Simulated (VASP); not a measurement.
Wanted: the native input for a VASP 6.6.1 run.

| Item | Value |
| --- | --- |
| Task | relaxation of cell and atoms |
| Functional | PBE |
| Potentials or basis | VASP PAW PBE potentials, release 64 (Ti_sv, B) |
| Cutoff | 600 eV |
| k mesh | 12 × 12 × 12 |
| Occupations | gaussian, width 0.1 eV |
| Spin | no spin polarisation |
| Dipole correction | no |
| Further INCAR settings | ALGO = Fast; EDIFF = 1e-06; IBRION = 2; EDIFFG = -0.01; NSW = 100; ISIF = 3 |

The structure of Ti3B lies in POSCAR:

```
Ti3B
1.0
    3.7793694858      0.0000000000      0.0000000000
    0.0000000000      3.7793694858      0.0000000000
    0.0000000000      0.0000000000      3.7793694858
Ti B
3 1
Direct
    0.0000000000      0.5000000000      0.5000000000
    0.5000000000      0.0000000000      0.5000000000
    0.5000000000      0.5000000000      0.0000000000
    0.0000000000      0.0000000000      0.0000000000
```

The input as run:

INCAR

```
SYSTEM = Ti3B
PREC = Accurate
ENCUT = 600
EDIFF = 1E-6
ISMEAR = 0
SIGMA = 0.1
LREAL = .FALSE.
LASPH = .TRUE.
NELM = 100
ALGO = Fast
ISIF = 3
LWAVE = .FALSE.
LCHARG = .FALSE.
GGA = PE
IBRION = 2
NSW = 100
EDIFFG = -0.01
```

KPOINTS

```
Automatic mesh
0
G
  12 12 12
  0 0 0
```

Potentials or basis: VASP PAW PBE potentials, release 64 (Ti_sv, B).

Command:

```sh
$ cat potpaw_PBE.64/Ti_sv/POTCAR potpaw_PBE.64/B/POTCAR > POTCAR
$ mpirun -np 1 vasp_std > vasp.out
```

Results of the run:

```yaml
Relaxed_volume: 13.45 Å³/atom
Relaxed_cell: a = 3.775 Å, b = 3.775 Å, c = 3.775 Å, α = 90.00°, β = 90.00°, γ = 90.00°
Space_group_after_relaxing_to_0.1_Å: Pm-3m (No. 221)
Energy_gained_by_relaxing: 0.1 meV/atom
Ionic_steps: 3
Pressure_after_relaxing: 0.0 GPa
Band_gap_on_the_k_mesh: zero (an odd number of electrons rules out a gap without spin polarisation)
```

It took 4.3 min on 1 thread of Intel(R) Xeon(R) 6975P-C (Granite Rapids) (shared host), peak memory 0.25 GiB.
